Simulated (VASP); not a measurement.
Wanted: the native input for a VASP 6.6.1 run.

```
Task                   : single point
Functional             : RPBE
Potentials or basis    : VASP PAW PBE potentials, release 64 (Ni)
Cutoff                 : 520 eV
k mesh                 : 23 × 23 × 13
Occupations            : fermi-dirac, width 0.05 eV
Spin                   : collinear spin, ferromagnetic start
Starting moments       : [0.739, 0.739] μB
Dipole correction      : no
Further INCAR settings : ALGO = Normal; EDIFF = 1e-07; NBANDS = 21
```

The structure of Ni lies in POSCAR:

```
Ni
1.0
    2.5136489270      0.0000000000      0.0000000000
   -1.2568244635      2.1768838270      0.0000000000
    0.0000000000      0.0000000000      4.1160526146
Ni
2
Direct
    0.3333333333      0.6666666667      0.2500000000
    0.6666666667      0.3333333333      0.7500000000
```

One way to write it, as run:

INCAR

```
SYSTEM = Ni
  ALGO = Normal
  EDIFF = 1E-7
  ENCUT = 520
  GGA = RP
  ISIF = 2
  ISMEAR = -1
  ISPIN = 2
  LASPH = .TRUE.
  LCHARG = .FALSE.
  LMAXMIX = 4
  LORBIT = 11
  LREAL = .FALSE.
  LWAVE = .FALSE.
  MAGMOM = 0.739 0.739
  NBANDS = 21
  NELM = 150
  PREC = Accurate
  SIGMA = 0.05
```

KPOINTS

```
k-points
0
G
  23 23 13
  0 0 0
```

Potentials or basis: VASP PAW PBE potentials, release 64 (Ni).

Run with:

```console
$ cat potpaw_PBE.64/Ni/POTCAR > POTCAR
$ mpirun -np 1 vasp_std > vasp.out
```

Results of the run:

| Property | Result |
| --- | --- |
| Pressure | 0.0 GPa |
| Net moment | 1.29 μB per cell |
| Site moments | Ni +0.66 μB |
| Valence electrons inside the program's atomic spheres | Ni 9.24 |

Caveat: the PAW data sets were made with another functional, which shifts forces and pressure a little.

It took 6.3 min on 1 thread of Intel(R) Xeon(R) Platinum 8488C (Sapphire Rapids) (shared host), peak memory 0.34 GiB.
